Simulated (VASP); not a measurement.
# As (R-3m) in VASP: settings compared

Aim: see how the results for As move with the level of theory and the settings. Levels: HSE06, LDA. Tasks: single point.

Everything below comes from runs of VASP 6.6.1. Logs are shortened: lines on timing, memory, paths and dates and some standing lists are left out, and cuts for length are marked.

### Step 1. The cell of the first run

It takes space group R-3m (No. 166, trigonal). Conventional cell: a = 3.736 Å, b = 3.736 Å, c = 10.471 Å, α = 90.00°, β = 90.00°, γ = 120.00°. As (site symmetry 3m) has 6 As at 2.49 to 3.12 Å within 3.3 Å.

### Step 2. Single point, HSE06

POSCAR

```
As
1.0
    1.8681737204      1.0785906003      3.4904769752
   -1.8681737204      1.0785906003      3.4904769752
    0.0000000000     -2.1571812007      3.4904769752
As
2
Direct
    0.2260000000      0.2260000000      0.2260000000
    0.7740000000      0.7740000000      0.7740000000
```

INCAR.step1

```
ALGO     = Normal         # electronic algorithm
EDIFF    = 1E-5           # SCF threshold, eV
ENCUT    = 520            # plane-wave cutoff, eV
GGA      = PE             # functional
ISIF     = 2              # what is computed and relaxed
ISMEAR   = -1             # smearing method
LASPH    = True           # aspherical terms in the spheres
LCHARG   = False          # write CHGCAR
LREAL    = False          # projectors in reciprocal space
LWAVE    = True           # write WAVECAR
NBANDS   = 12             # bands
NELM     = 60             # most SCF steps
PREC     = Accurate       # precision mode
SIGMA    = 0.05           # smearing width, eV
```

INCAR.step2

```
ALGO     = Normal         # electronic algorithm
EDIFF    = 1E-6           # SCF threshold, eV
ENCUT    = 520            # plane-wave cutoff, eV
GGA      = PE             # functional
HFSCREEN = 0.2079         # screening, 1/A
ISIF     = 2              # what is computed and relaxed
ISMEAR   = -1             # smearing method
ISTART   = 1            
LASPH    = True           # aspherical terms in the spheres
LCHARG   = False          # write CHGCAR
LHFCALC  = True           # exact exchange
LREAL    = False          # projectors in reciprocal space
LWAVE    = False          # write WAVECAR
NBANDS   = 12             # bands
NELM     = 60             # most SCF steps
PREC     = Accurate       # precision mode
PRECFOCK = Normal       
SIGMA    = 0.05           # smearing width, eV
```

KPOINTS

```
k-points
0
Gamma
  6 6 6
```

Potentials or basis: VASP PAW PBE potentials, release 64 (As).

The run is started by

```bash
$ cat potpaw_PBE.64/As/POTCAR > POTCAR
$ cp INCAR.step1 INCAR
$ mpirun -np 1 vasp_std > vasp.out
$ cp INCAR.step2 INCAR
$ mpirun -np 1 vasp_std > vasp.out
```

OUTCAR:

```text
EDIFF = 1E-6
   ENCUT = 520
   GGA = PE
   HFSCREEN = 0.2079
   ISIF = 2
   ISMEAR = -1
   ISTART = 1
   LASPH = True
   LHFCALC = True
   LREAL = False
   NELM = 60
   PREC = Accurate
   PRECFOCK = Normal

 ion  position               nearest neighbor table
   1  0.226  0.226  0.226-   2 2.49   2 2.49   2 2.49
   2  0.774  0.774  0.774-   1 2.49   1 2.49   1 2.49

  LATTYP: Found a trigonal (rhomboedric) cell.
 ALAT       =     4.1032743324
 COS(alpha) =     0.5854247172

  Lattice vectors:

 A1 = (   1.8681737204,   1.0785906003,   3.4904769752)
 A2 = (  -1.8681737204,   1.0785906003,   3.4904769752)
 A3 = (   0.0000000000,  -2.1571812007,   3.4904769752)

Analysis of symmetry for initial positions (statically):
=====================================================================
 Subroutine PRICEL returns:
 Original cell was already a primitive cell.

 Routine SETGRP: Setting up the symmetry group for a
 trigonal (rhombohedral) supercell.

 Subroutine GETGRP returns: Found 12 space group operations
 (whereof 12 operations were pure point group operations)
 out of a pool of 12 trial point group operations.

The static configuration has the point symmetry D_3d.

Analysis of symmetry for dynamics (positions and initial velocities):
=====================================================================
 Subroutine PRICEL returns:
 Original cell was already a primitive cell.

 Routine SETGRP: Setting up the symmetry group for a
 trigonal (rhombohedral) supercell.

 Subroutine GETGRP returns: Found 12 space group operations
 (whereof 12 operations were pure point group operations)
 out of a pool of 12 trial point group operations.

The dynamic configuration has the point symmetry D_3d.

 Subroutine INISYM returns: Found 12 space group operations
 (whereof 12 operations are pure point group operations),
 and found     1 'primitive' translations

----------------------------------------------------------------------------------------

                                     Primitive cell

  volume of cell :      42.1998

  direct lattice vectors                    reciprocal lattice vectors
     1.868173720  1.078590600  3.490476975     0.267641063  0.154522640  0.095497932
    -1.868173720  1.078590600  3.490476975    -0.267641063  0.154522640  0.095497932
     0.000000000 -2.157181201  3.490476975     0.000000000 -0.309045279  0.095497932

  length of vectors
     4.103274332  4.103274332  4.103274332     0.323463815  0.323463815  0.323463815

  position of ions in fractional coordinates (direct lattice)
     0.226000000  0.226000000  0.226000000
     0.774000000  0.774000000  0.774000000

  ion indices of the primitive-cell ions
   primitive index   ion index
                 1           1
                 2           2

----------------------------------------------------------------------------------------

 KPOINTS: k-points

Automatic generation of k-mesh.
 Grid dimensions read from file:
 generate k-points for:    6    6    6

 Generating k-lattice:

  Cartesian coordinates                     Fractional coordinates (reciprocal lattice)
     0.044606844  0.025753773  0.015916322     0.166666667  0.000000000  0.000000000
    -0.044606844  0.025753773  0.015916322     0.000000000  0.166666667  0.000000000
     0.000000000 -0.051507547  0.015916322     0.000000000  0.000000000  0.166666667

  Length of vectors
     0.053910636  0.053910636  0.053910636

  Shift w.r.t. Gamma in fractional coordinates (k-lattice)
     0.000000000  0.000000000  0.000000000

 Subroutine IBZKPT returns following result:
 ===========================================

 Found     32 irreducible k-points:

 Following reciprocal coordinates:
            Coordinates               Weight
  0.000000  0.000000  0.000000      1.000000
  0.166667  0.000000 -0.000000      6.000000
  0.333333 -0.000000 -0.000000      6.000000
  0.500000 -0.000000 -0.000000      3.000000
  0.166667  0.166667 -0.000000      6.000000
  0.333333  0.166667 -0.000000     12.000000
[... 16 lines left out ...]
  0.500000  0.500000  0.166667      6.000000
 -0.333333  0.500000  0.166667     12.000000
 [... further k-points ...]
   k-points           NKPTS =     32   k-points in BZ     NKDIM =    216   number of bands    NBANDS=     12
   number of dos      NEDOS =    301   number of ions     NIONS =      2
   total plane-waves  NPLWV =  32768
   dimension x,y,z NGX =    32 NGY =   32 NGZ =   32
   dimension x,y,z NGXF=    64 NGYF=   64 NGZF=   64
   ions per type =               2
   NGX,Y,Z   is equivalent  to a cutoff of  12.96, 12.96, 12.96 a.u.
   NGXF,Y,Z  is equivalent  to a cutoff of  25.93, 25.93, 25.93 a.u.
 SYSTEM =  unknown system
   PREC   = accura    normal or accurate (medium, high low for compatibility)
   ISTART =      1    job   : 0-new  1-cont  2-samecut
   ICHARG =      0    charge: 1-file 2-atom 10-const
   ISPIN  =      1    spin polarized calculation?
   LNONCOLLINEAR =      F non collinear calculations
   LSORBIT =      F    spin-orbit coupling
   LASPH  =      T    aspherical Exc in radial PAW
   ENCUT  =  520.0 eV  38.22 Ry    6.18 a.u.   7.63  7.63  7.63*2*pi/ulx,y,z
   NELM   =     60;   NELMIN=  2; NELMDL=  0     # of ELM steps
   EDIFF  = 0.1E-05   stopping-criterion for ELM
   LREAL  =      F    real-space projection
   EDIFFG = 0.1E-04   stopping-criterion for IOM
   NSW    =      0    number of steps for IOM
   IBRION =     -1    ionic relax: 0-MD 1-quasi-New 2-CG
   NFREE  =      0    steps in history (QN), initial steepest desc. (CG)
   ISIF   =      2    stress and relaxation
   ISYM   =      3    0-nonsym 1-usesym 2-fastsym
   POTIM  = 0.5000    time-step for ionic-motion
   TEBEG  =    0.0;   TEEND  =   0.0 temperature during run
   PSTRESS=    0.0 pullay stress
   NELECT =      10.0000    total number of electrons
   NUPDOWN=      -1.0000    fix difference up-down
   EMIN   =  10.00;   EMAX   =-10.00  energy-range for DOS
   EFERMI =   0.00;   METHOD = LEGACY
   ISMEAR =    -1;   SIGMA  =   0.05  broadening in eV -4-tet -1-fermi 0-gaus
   EFERMI_NEDOS =   21; number of points for ismear=-14 and -15
   IALGO  =     38    algorithm
   IMIX   =      1    mixing-type and parameters
     AMIX     =   0.40;   BMIX     =  1.00
     AMIX_MAG =   1.60;   BMIX_MAG =  1.00
  volume/ion in A,a.u.               =      21.10       142.39
  Fermi-wavevector in a.u.,A,eV,Ry     =   1.013067  1.914419 13.963725  1.026305
  Thomas-Fermi vector in A             =   2.146214
   LORBIT       =      0    0 simple, 1 ext, 2 COOP (PROOUT), +10 PAW based schemes
   GGA     = PE    functional components
   LHFCALC =     T    Hartree Fock is set to
   PRECFOCK=normal    Normal, Fast or Accurate (Low or Medium for compatibility)
   ENCUT4O =  -1.0   cutoff for four orbital integrals eV
   NKREDX  =     1    reduce k-point grid by
   NKREDY  =     1    reduce k-point grid by
   NKREDZ  =     1    reduce k-point grid by
   AEXX    =    0.2500 exact exchange contribution
   HFSCREEN=    0.2079 screening length (either q_TF or 0.3 A-1)
   HFSCREENC=   0.2079 screening length for correlation (either q_TF or 0.3 A-1)
   ENCUTFOCK=  -1.0 apply spherical cutoff to Coloumb kernel
   IVDW    =     0    specifies the selected vdW correction
   LEPSILON=     F    determine dielectric tensor
   LRPA    =     F    only Hartree local field effects (RPA)
 non-spin polarized calculation
  energy-cutoff  :      520.00
  volume of cell :       42.20
 maximum number of plane-waves:      1150
 NGX is ok and might be reduce to    32
  NGX = 24; NGY = 24; NGZ = 24

 number of electron      10.0000000 magnetization

 Free energy of the ion-electron system (eV)
  ---------------------------------------------------
  ext. energy  EPLUGINS =         0.00000000
  ---------------------------------------------------
  free energy    TOTEN  =       -11.21068706 eV

  energy without entropy =      -11.20866461  energy(sigma->0) =      -11.20967584

 E-fermi :   5.6779     XC(G=0):  -8.3628

 val. band max:        5.6766582588   @ k =   0.3333   0.1667   0.1667
 cond. band min:       6.1716602054   @ k =   0.5000  -0.0000  -0.0000
 fundamental gap:      0.4950019467
 Fermi energy:         5.6779437966

 k-point     1 :       0.0000    0.0000    0.0000
  band No.  band energies     occupation
      1     -11.4490      2.00000
      2      -0.6602      2.00000
      3       2.5894      2.00000
      4       3.1030      2.00000
      5       3.1030      2.00000
      6       7.5304      0.00000
      7       9.0065      0.00000
      8       9.0065      0.00000
      9      13.0171      0.00000
     10      13.0171      0.00000
     11      13.6280      0.00000
     12      14.9916      0.00000

 k-point     2 :       0.1667    0.0000   -0.0000
  band No.  band energies     occupation
      1     -11.0303      2.00000
      2      -2.1343      2.00000
      3       2.4487      2.00000
      4       2.8084      2.00000
      5       3.3879      2.00000
      6       7.7334      0.00000
      7       8.5483      0.00000
      8       8.6729      0.00000
      9      11.6799      0.00000
     10      12.5555      0.00000
     11      12.9995      0.00000
     12      17.1802      0.00000

 k-point     3 :       0.3333   -0.0000   -0.0000
  band No.  band energies     occupation
      1      -9.8075      2.00000
      2      -4.8926      2.00000
      3       2.2019      2.00000
      4       2.3365      2.00000
      5       4.3020      2.00000
      6       6.4027      0.00000
      7       7.1145      0.00000
      8       7.7386      0.00000
      9      12.9351      0.00000
     10      14.1493      0.00000
     11      15.2086      0.00000
     12      18.8190      0.00000
[... 286 lines left out ...]
 k-point    23 :       0.5000    0.5000    0.1667
  band No.  band energies     occupation
      1      -8.9289      2.00000
      2      -4.9529      2.00000
      3      -1.4361      2.00000
      4       1.1476      2.00000
      5       2.0541      2.00000
      6       8.0188      0.00000
      7      10.6721      0.00000
      8      12.6036      0.00000
      9      12.8440      0.00000
     10      17.3036      0.00000
     11      17.7868      0.00000
     12      18.1694      0.00000

 k-point    24 :      -0.3333    0.5000    0.1667
  band No.  band energies     occupation
      1      -8.0296      2.00000
      2      -5.8887      2.00000
      3      -1.4442      2.00000
      4      -0.3406      2.00000
      5       2.9994      2.00000
      6       8.2990      0.00000
      7       9.8482      0.00000
      8      12.9701      0.00000
      9      13.1548      0.00000
     10      14.9438      0.00000
     11      18.2310      0.00000
     12      19.3779      0.00000

 [... further k-points ...]

------------------------ aborting loop because EDIFF is reached ----------------------------------------

  FORCE on cell =-STRESS in cart. coord.  units (eV):
  Direction    XX          YY          ZZ          XY          YZ          ZX
  --------------------------------------------------------------------------------------
  -------------------------------------------------------------------------------------
  Total        0.6319712      0.6319712      0.5006251      0.0000000     -0.0000000      0.0000000
  in kB       23.9937397     23.9937397     19.0069859      0.0000000     -0.0000000      0.0000000
  external PRESSURE =      22.3314884 kB  Pullay stress =       0.0000000 kB

 VOLUME and BASIS-vectors are now :
 -----------------------------------------------------------------------------
  energy-cutoff  :      520.00
  volume of cell :       42.20
      direct lattice vectors                 reciprocal lattice vectors
     1.868173720  1.078590600  3.490476975     0.267641063  0.154522640  0.095497932
    -1.868173720  1.078590600  3.490476975    -0.267641063  0.154522640  0.095497932
     0.000000000 -2.157181201  3.490476975     0.000000000 -0.309045279  0.095497932

 POSITION                                       TOTAL-FORCE (eV/Angst)
 -----------------------------------------------------------------------------------
      0.00000     -0.00000      2.36654         0.000000     -0.000000      0.185998
      0.00000     -0.00000      8.10489         0.000000      0.000000     -0.185998
 -----------------------------------------------------------------------------------
    total drift:                               -0.000000     -0.000000      0.000000

  FREE ENERGIE OF THE ION-ELECTRON SYSTEM (eV)
  ---------------------------------------------------
  free  energy   TOTEN  =       -11.2106870631 eV

  energy  without entropy=      -11.2086646141  energy(sigma->0) =      -11.20967584
```

Wall time 40 min (1 thread of Intel Xeon Platinum 8259CL at 2.50GHz (Skylake/Cascade Lake), shared host); peak memory 0.29 GiB.

What came out:

* Free energy: -11.2107 eV
* Pressure: 2.2 GPa
* Largest force: 0.186 eV/Å
* Band gap on the k mesh: zero (bands 5 and 6 overlap by 0.22 eV)

Forces on the atoms (eV/Å):
```
As   0.000  0.000  0.186
As   0.000  0.000 -0.186
```

Stress tensor (GPa, compression positive):
```
2.40 0.00 0.00
0.00 2.40 0.00
0.00 0.00 1.90
```

Levels at points of the mesh, in eV from the Fermi level:
```tsv
k point	band 3	band 4	band 5	band 6	band 7	band 8
(0.00, 0.00, 0.00)	-3.09	-2.57	-2.57	1.85	3.33	3.33
(0.50, 0.00, 0.00)	-3.54	-3.44	-0.60	-0.22	0.49	1.63
(0.50, 0.50, 0.00)	-6.96	-5.04	-4.95	1.54	6.26	7.69
(0.50, 0.50, 0.50)	-2.31	-2.31	-0.47	0.90	0.90	2.00
```

Caveat: the PAW data sets were made with another functional, which shifts forces and pressure a little.

### Step 3. Single point, HSE06

This run uses another cell than the first one, of 22.82 Å³/atom.

POSCAR

```
As
1.0
    1.9176846343      1.1071757398      3.5829826684
   -1.9176846343      1.1071757398      3.5829826684
    0.0000000000     -2.2143514796      3.5829826684
As
2
Direct
    0.2260000000      0.2260000000      0.2260000000
    0.7740000000      0.7740000000      0.7740000000
```

INCAR.step1

```
PREC = Accurate ; ENCUT = 520
EDIFF = 1E-5 ; ISMEAR = -1
SIGMA = 0.05 ; LREAL = F
LASPH = T ; NELM = 80
ALGO = Normal ; ISIF = 2
LWAVE = T ; LCHARG = F
GGA = PE ; NBANDS = 12
```

INCAR.step2

```
PREC = Accurate ; ENCUT = 520
EDIFF = 1E-6 ; ISMEAR = -1
SIGMA = 0.05 ; LREAL = F
LASPH = T ; NELM = 80
ALGO = Normal ; ISIF = 2
LWAVE = F ; LCHARG = F
GGA = PE ; LHFCALC = T
HFSCREEN = 0.2079 ; PRECFOCK = Normal
ISTART = 1 ; NBANDS = 12
```

KPOINTS

```
Automatic mesh
0
Gamma
  6 6 6
```

Potentials or basis: VASP PAW PBE potentials, release 64 (As).

The run is started by

```bash
$ cat potpaw_PBE.64/As/POTCAR > POTCAR
$ cp INCAR.step1 INCAR
$ mpirun -np 1 vasp_std > vasp.out
$ cp INCAR.step2 INCAR
$ mpirun -np 1 vasp_std > vasp.out
```

Wall time 40 min (1 thread of Intel Xeon Platinum 8375C at 2.90GHz (Ice Lake), shared host); peak memory 0.3 GiB.

Results (log left out):

```
Free energy            : -11.1905 eV
Pressure               : -3.7 GPa
Largest force          : 0.317 eV/Å
Band gap on the k mesh : zero (filled and empty bands touch)
```

Forces in eV/Å, atoms in the order of the input:
```
As   0.000  0.000 -0.317
As   0.000  0.000  0.317
```

Stress tensor (GPa, compression positive):
```
-4.32  0.00  0.00
 0.00 -4.32  0.00
 0.00  0.00 -2.46
```

Levels at points of the mesh, in eV from the Fermi level:
```
           k point  band 1  band 2  band 3  band 4  band 5  band 6  band 7  band 8  band 9  band 10
(0.00, 0.00, 0.00)  -16.20   -6.61   -2.64   -2.22   -2.22    2.00    3.36    3.36    7.53     7.53
(0.50, 0.00, 0.00)  -13.37  -12.05   -3.09   -3.04   -0.50   -0.03    0.82    1.85    9.65     9.75
(0.50, 0.50, 0.00)  -13.35  -10.65   -6.32   -4.43   -4.38    1.97    5.94    7.44    7.76    11.22
(0.50, 0.50, 0.50)  -14.90  -10.81   -1.96   -1.96   -0.51    1.15    1.15    1.86    8.67    11.05
```

Caveat: the cell stands under tension; the PAW data sets were made with another functional, which shifts forces and pressure a little.

### Step 4. Single point, LDA

This run uses another cell than the first one, of 21.53 Å³/atom.

INCAR

```
SYSTEM = As
  ALGO = Normal
  EDIFF = 1E-6
  ENCUT = 510
  GGA = CA
  GGA_COMPAT = .False.
  ISIF = 2
  ISMEAR = -1
  LASPH = .True.
  LCHARG = .False.
  LREAL = .False.
  LWAVE = .False.
  NBANDS = 22
  NELM = 120
  PREC = Accurate
  SIGMA = 0.05
```

KPOINTS

```
k-points
0
Gamma
  7 7 7
  0 0 0
```

POSCAR

```
As
1.0
    1.8807968987      1.0858785957      3.5140619945
   -1.8807968987      1.0858785957      3.5140619945
    0.0000000000     -2.1717571915      3.5140619945
As
2
Direct
    0.2260000000      0.2260000000      0.2260000000
    0.7740000000      0.7740000000      0.7740000000
```

Potentials or basis: VASP PAW LDA potentials, release 64 (As_d).

The run is started by

```bash
$ cat potpaw_LDA.64/As_d/POTCAR > POTCAR
$ mpirun -np 1 vasp_std > vasp.out
```

Run time: 38 s. Hardware: 1 thread of Intel Xeon Platinum 8375C at 2.90GHz (Ice Lake), shared host; peak memory 0.16 GiB.

Results (log left out):

```yaml
Free_energy: -10.7810 eV
Pressure: -1.2 GPa
Largest_force: 0.260 eV/Å
Band_gap_on_the_k_mesh: zero (bands 15 and 16 overlap by 0.02 eV)
```

Forces on the atoms (eV/Å):
```
As   0.000  0.000  0.260
As   0.000  0.000 -0.260
```

Stress tensor (GPa, compression positive):
```
-0.95  0.00  0.00
 0.00 -0.95  0.00
 0.00  0.00 -1.76
```

Levels at points of the mesh, in eV from the Fermi level:
| k point | band 11 | band 12 | band 13 | band 14 | band 15 | band 16 | band 17 | band 18 | band 19 | band 20 |
| --- | --- | --- | --- | --- | --- | --- | --- | --- | --- | --- |
| (0.00, 0.00, 0.00) | -15.05 | -5.85 | -2.45 | -2.00 | -2.00 | 1.60 | 2.90 | 2.90 | 6.95 | 6.95 |

### Step 5. Summary

| level | potentials or basis | cell | k mesh | cutoff (eV) | grid for exact exchange (PRECFOCK) | share of exact exchange | screening parameter | gap on the mesh (eV) | pressure (GPa) | largest force (eV/Å) |
| --- | --- | --- | --- | --- | --- | --- | --- | --- | --- | --- |
| HSE06 | VASP PAW PBE potentials, release 64 (As) | a = 4.103 Å, angles 54.2°, 2 atoms | 6 × 6 × 6 | 520 | Normal | 0.25 | 0.2079 1/Å | none | 2.2 | 0.19 |
| HSE06 | VASP PAW PBE potentials, release 64 (As) | a = 4.212 Å, angles 54.2°, 2 atoms | 6 × 6 × 6 | 520 | Normal | 0.25 | 0.2079 1/Å | none | -3.7 | 0.32 |
| LDA | VASP PAW LDA potentials, release 64 (As_d) | a = 4.131 Å, angles 54.2°, 2 atoms | 7 × 7 × 7 | 510 | - | - | - | none | -1.2 | 0.26 |

Alike in all rows: task single point; no spin polarisation; smearing fermi-dirac 0.05 eV.

Caveats: the PAW data sets were made with another functional, which shifts forces and pressure a little (at least some runs); the cell stands under tension (at least some runs).

Total energies depend on the potentials used, so only differences within one code and one set of settings carry meaning.

The gap in the log of VASP goes by the Fermi energy; the results here count the filled bands.